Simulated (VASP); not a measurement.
Wanted: the native input for a VASP 6.6.1 run.

```yaml
Task: single point
Functional: LDA
Potentials_or_basis: VASP PAW LDA potentials, release 64 (Ba_sv)
Cutoff: 520 eV
k_mesh: 11 × 11 × 11
Occupations: fermi-dirac, width 0.05 eV
Spin: no spin polarisation
Dipole_correction: no
Further_INCAR_settings: ALGO = Normal; EDIFF = 1e-07; NBANDS = 11
```

The structure of Ba lies in POSCAR:

```
Ba
1.0
   -2.1709733930      2.1709733930      2.1709733930
    2.1709733930     -2.1709733930      2.1709733930
    2.1709733930      2.1709733930     -2.1709733930
Ba
1
Direct
    0.0000000000      0.0000000000      0.0000000000
```

The input as run:

INCAR

```
SYSTEM = Ba
PREC     = Accurate       ! precision mode
ENCUT    = 520            ! plane-wave cutoff, eV
EDIFF    = 1E-7           ! SCF threshold, eV
ISMEAR   = -1             ! smearing method
SIGMA    = 0.05           ! smearing width, eV
LREAL    = .FALSE.        ! projectors in reciprocal space
LASPH    = .TRUE.         ! aspherical terms in the spheres
NELM     = 100            ! most SCF steps
ALGO     = Normal         ! electronic algorithm
ISIF     = 2              ! what is computed and relaxed
LWAVE    = .FALSE.        ! write WAVECAR
LCHARG   = .FALSE.        ! write CHGCAR
GGA      = CA             ! functional
NBANDS   = 11             ! bands
```

KPOINTS

```
Automatic mesh
0
G
  11 11 11
  0 0 0
```

Potentials or basis: VASP PAW LDA potentials, release 64 (Ba_sv).

Command:

```bash
$ cat potpaw_LDA.64/Ba_sv/POTCAR > POTCAR
$ mpirun -np 1 vasp_std > vasp.out
```

Results of the run:

```
Pressure               : 4.3 GPa
Band gap on the k mesh : zero (bands 5 and 6 overlap by 1.94 eV)
```

Caveat: the cell stands under pressure; spin-orbit coupling is left out, which moves the levels of the heavy elements.

It took 34 s on 1 thread of AMD EPYC 7R43 64-Core Processor (Zen 3) (shared host), peak memory 0.12 GiB.
